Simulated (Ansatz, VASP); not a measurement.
## TiO2 in VASP and in Ansatz

The input INCAR:

```
  PREC = Accurate
  ENCUT = 520
  EDIFF = 1E-6
  ISMEAR = 0
  SIGMA = 0.05
  LREAL = False
  LASPH = True
  NELM = 150
  ALGO = Normal
  ISIF = 2
  LWAVE = False
  LCHARG = True
  LMAXMIX = 4
  LDAU = True
  LDAUTYPE = 2
  LDAUL = 2 -1
  LDAUU = 4 0
  LDAUJ = 0 0
  LDAUPRINT = 1
  GGA = PE
  LELF = True
  LVHAR = True
  NBANDS = 33
```

Contents of KPOINTS:

```
Automatic mesh
0
Gamma
  8 8 8
```

POSCAR

```
TiO2
1.0
   -1.9530452893      1.9530452893      4.6701218957
    1.9530452893     -1.9530452893      4.6701218957
    1.9530452893      1.9530452893     -4.6701218957
Ti O
2 4
Direct
    0.0000000000      0.0000000000      0.0000000000
    0.7500000000      0.2500000000      0.5000000000
    0.2001152117      0.2001152117      0.0000000000
    0.9501152117      0.4501152117      0.5000000000
    0.5498847883      0.0498847883      0.5000000000
    0.7998847883      0.7998847883      0.0000000000
```

Input for Ansatz:

```yaml
crystal:
  lattice:
    - [-1.9530452893, 1.9530452893, 4.6701218957]
    - [1.9530452893, -1.9530452893, 4.6701218957]
    - [1.9530452893, 1.9530452893, -4.6701218957]
  atoms:
    - { symbol: Ti, position: [0.0, 0.0, 0.0] }
    - { symbol: Ti, position: [0.75, 0.25, 0.5] }
    - { symbol: O, position: [0.2001152117, 0.2001152117, 0.0] }
    - { symbol: O, position: [0.9501152117, 0.4501152117, 0.5] }
    - { symbol: O, position: [0.5498847883, 0.0498847883, 0.5] }
    - { symbol: O, position: [0.7998847883, 0.7998847883, 0.0] }
basis:
  ecutwfc: 520.0
kpoints:
  mp_grid: { grid: [8, 8, 8] }
hamiltonian:
  xc: pbe
  pseudopotentials: { kind: paw, azcp: { folder: soft_1 } }
  hubbard: { sites: [{ species: Ti, l: d, u_eff: 4.0 }] }
scf:
  occupations: { method: gaussian, width: 0.05 }
output:
  forces: true
  stress: true
  eigenvalues: true
```

Alike in both runs: task single point; functional PBE; k mesh 8 × 8 × 8; occupations gaussian, width 0.05 eV; no spin polarisation; Hubbard terms Ti d U = 4.0 eV.

|  | VASP | Ansatz |
| --- | --- | --- |
| version | VASP 6.6.1 | Ansatz 0.2.0 |
| potentials or method | VASP PAW PBE potentials, release 64 (Ti_sv, O), cutoff 520 eV | scalar-relativistic, plane waves, PAW |
| valence electrons in the cell | 48 | 48 |

Ansatz gave:

* gap on the k mesh at the Fermi level (eV): 2.84
* least direct gap on the mesh (eV): 3.02
* pressure (GPa): 7.2
* traceless stress, the component that is largest in VASP (GPa): 19.51
* rms of the force components (eV/Å): 0.954

Task: What did VASP give for the same quantities?

Result: gap on the k mesh at the Fermi level (eV): 2.80; least direct gap on the mesh (eV): 3.00; pressure (GPa): 11.5; traceless stress, the component that is largest in VASP (GPa): 21.11; rms of the force components (eV/Å): 1.102.

The programs project onto different local orbitals, so the same U acts differently, and such runs can settle in different states. Atom by atom the forces differ by 0.148 eV/Å (rms over components).
